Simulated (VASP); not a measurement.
Crystal: Sb.

```
Sb
1.0
     0.00000   -2.37124   -2.37124
    -2.37124    0.00000   -2.37124
     2.37124    2.37124   -4.74249
Sb
2
Cartesian
  0.2428 0.1668 -4.9034
  2.1284 2.2045 -4.5816
```

* Program: VASP 6.6.1
* Task: relaxation of the atoms
* Functional: PBE
* Potentials or basis: VASP PAW PBE potentials, release 64 (Sb)
* Cutoff: 520 eV
* k mesh: 9 × 9 × 5
* Occupations: fermi-dirac, width 0.05 eV
* Spin: no spin polarisation

At the start: pressure 13.2 GPa; volume 26.67 Å³/atom.

Q: Where does the relaxation end?

A: Over 5 steps the energy falls by 191.3 meV/atom; space group C2/m (No. 12, to 0.1 Å) before and after.

Step by step:
```csv
step,energy change (eV),largest force (eV/Å),pressure (GPa)
1,0.0000,2.0105,13.18
2,-0.2772,0.9069,7.03
3,-0.3807,0.0824,2.64
4,-0.3822,0.0397,2.42
5,-0.3826,0.0074,2.24
```

Final structure:
```
CELL_PARAMETERS angstrom
0.00000 -2.37124 -2.37124
-2.37124 0.00000 -2.37124
2.37124 2.37124 -4.74249
ATOMIC_POSITIONS crystal
Sb 0.49966 0.48395 0.51511
Sb 0.00034 0.01605 0.98489
```
